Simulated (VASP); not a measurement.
Input of a VASP 6.6.1 run:

The input INCAR:

```
ALGO = Normal ; EDIFF = 1E-6
ENCUT = 600 ; GGA_COMPAT = False
ISIF = 2 ; ISMEAR = 0
LASPH = True ; LCHARG = False
LREAL = False ; LWAVE = False
NBANDS = 11 ; NELM = 120
PREC = Accurate ; SIGMA = 0.05
```

Contents of KPOINTS:

```
k-points
0
Gamma
  12 12 12
```

File POSCAR:

```
BN
1.0
    1.2511217832      0.7223354983      3.3729344033
   -1.2511217832      0.7223354983      3.3729344033
    0.0000000000     -1.4446709967      3.3729344033
B N
1 1
Direct
    0.9794722482      1.0594005184      1.0194363833
    0.3327618000      0.3327618000      0.3327618000
```

Potentials or basis: VASP PAW LDA potentials, release 64 (B, N).

Run with:

```console
$ cat potpaw_LDA.64/B/POTCAR potpaw_LDA.64/N/POTCAR > POTCAR
$ mpirun -np 1 vasp_std > vasp.out
```

**Question.** Predict the pressure.

**Answer.** -3.4 GPa.

**Question.** Predict the band gap on the k mesh.

**Answer.** 3.44 eV (least direct gap 4.09 eV).

**Question.** Predict the largest force.

**Answer.** 4.582 eV/Å.

Stress tensor (GPa, compression positive):
```
-0.01  9.40  6.57
 9.40 -2.73  1.05
 6.57  1.05 -7.48
```

Caveat: the cell differs from its parent crystal (atom 1 (B) moved by (-0.100, +0.200) A along x and z); the cell stands under tension; forces of over 1 eV/Å act on the atoms, so gaps and moduli don't describe the material at rest. A k mesh can miss the band edges.
